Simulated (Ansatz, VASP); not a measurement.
**One calculation of Ge, two programs**

```
Ge
1.0
     4.78250    2.76118    2.07547
    -4.78250    2.76118    2.07547
     0.00000   -5.52236    2.07547
Ge
8
Direct
  0.71604 0.71604 0.71604
  0.28396 0.28396 0.28396
  0.02894 0.72536 0.53229
  0.53229 0.02894 0.72536
  0.72536 0.53229 0.02894
  0.97106 0.27464 0.46771
  0.46771 0.97106 0.27464
  0.27464 0.46771 0.97106
```

Alike in both runs: task single point; functional LDA; k mesh 9 × 9 × 9; occupations gaussian, width 0.15 eV; no spin polarisation.

|  | VASP | Ansatz |
| --- | --- | --- |
| version | VASP 6.6.1 | Ansatz 0.2.0 |
| potentials or method | VASP PAW LDA potentials, release 64 (Ge_d), cutoff 520 eV | scalar-relativistic, plane waves, PAW |
| valence electrons in the cell | 112 | 112 |

VASP gave:

| Property | Result |
| --- | --- |
| gap on the k mesh at the Fermi level (eV) | none |
| pressure (GPa) | -1.1 |
| traceless stress, the component that is largest in VASP (GPa) | -7.59 |
| rms of the force components (eV/Å) | 0.319 |

Problem. Estimate Ansatz's values.

Solution. gap on the k mesh at the Fermi level (eV): none; pressure (GPa): -1.3; traceless stress, the component that is largest in VASP (GPa): -7.52; rms of the force components (eV/Å): 0.316.

Ansatz warns that its potentials were made for another functional, while VASP's fit it. LDA's correlation is that of Perdew and Zunger in VASP and of Perdew and Wang (1992) in Ansatz. Atom by atom the forces differ by 0.006 eV/Å (rms over components). A gap of «none» marks a metal or a gap that the smearing closes.
